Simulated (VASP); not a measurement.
BN:

```xyz
2
Lattice="0.0000 1.7458 1.7458 1.7458 0.0000 1.7458 1.7458 1.7458 0.0000" Properties=species:S:1:pos:R:3 pbc="T T T"
B     0.0000    0.0000    0.0000
N     1.7458    1.7458    1.7458
```

Base run:

| Property | Result |
| --- | --- |
| Program | VASP 6.6.1 |
| Functional | HSE06 |
| Potentials or basis | VASP PAW PBE potentials, release 64 (B, N) |
| Cutoff | 520 eV |
| k mesh | 8 × 8 × 8 |
| Occupations | gaussian, width 0.01 eV |
| Spin | no spin polarisation |

Its results: band gap on the k mesh 2.32 eV (least direct gap 7.24 eV); pressure -8.1 GPa.

**Question.** The run is repeated on the same cell with these changes: functional from HSE06 to PBE; further incar settings from ALGO = Normal; EDIFF = 1e-06; NBANDS = 11 to ALGO = Normal; EDIFF = 1e-07; NBANDS = 11. What comes out?

**Answer.** Band gap on the k mesh 1.33 eV (least direct gap 5.85 eV); pressure 3.8 GPa.

Caveats: the structure was generated, so it needn't be the stable form of BN; the cell stands under tension (at least some runs); the PAW data sets were made with another functional, which shifts forces and pressure a little (at least some runs); the cell stands under pressure (at least some runs).

A k mesh can miss the band edges.
